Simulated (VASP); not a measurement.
Set up this calculation in VASP 6.6.1, as the native input.

| Item | Value |
| --- | --- |
| Task | single point |
| Functional | PBEsol |
| Potentials or basis | VASP PAW PBE potentials, release 64 (Ga_d) |
| Cutoff | 520 eV |
| k mesh | 14 × 14 × 11 |
| Occupations | fermi-dirac, width 0.03 eV |
| Spin | no spin polarisation |
| Dipole correction | no |
| Further INCAR settings | ALGO = Normal; EDIFF = 1e-06; NBANDS = 20 |

The structure of Ga lies in POSCAR:

```
Ga
1.0
    1.3830000000     -4.0265000000      0.0000000000
    1.3830000000      4.0265000000      0.0000000000
   -0.1174500000      0.0000000000      3.3965286000
Ga
2
Direct
    0.8690000000      0.1310000000      0.2500000000
    0.1310000000      0.8690000000      0.7500000000
```

This cell differs from its parent crystal: zz strain of +2 %.

One way to write it, as run:

INCAR

```
SYSTEM = Ga
PREC = Accurate ; ENCUT = 520
EDIFF = 1E-6 ; ISMEAR = -1
SIGMA = 0.03 ; LREAL = .False.
LASPH = .True. ; NELM = 80
ALGO = Normal ; ISIF = 2
LWAVE = .False. ; LCHARG = .False.
GGA = PS ; NBANDS = 20
```

KPOINTS

```
regular mesh
0
Gamma
  14 14 11
  0 0 0
```

Potentials or basis: VASP PAW PBE potentials, release 64 (Ga_d).

Run with:

```bash
$ cat potpaw_PBE.64/Ga_d/POTCAR > POTCAR
$ mpirun -np 1 vasp_std > vasp.out
```

It gave:

The pressure is -2.8 GPa. The largest force is 0.149 eV/Å and the band gap on the k mesh is zero (band 13 reaches 9.20 eV, above the bottom of band 14 at 1.35 eV).

Caveat: the cell differs from its parent crystal (zz strain of +2 %); the PAW data sets were made with another functional, which shifts forces and pressure a little.

It took 4.3 min on 1 thread of Intel(R) Xeon(R) Platinum 8375C CPU @ 2.90GHz (Ice Lake), on a shared host, peak memory 0.45 GiB.
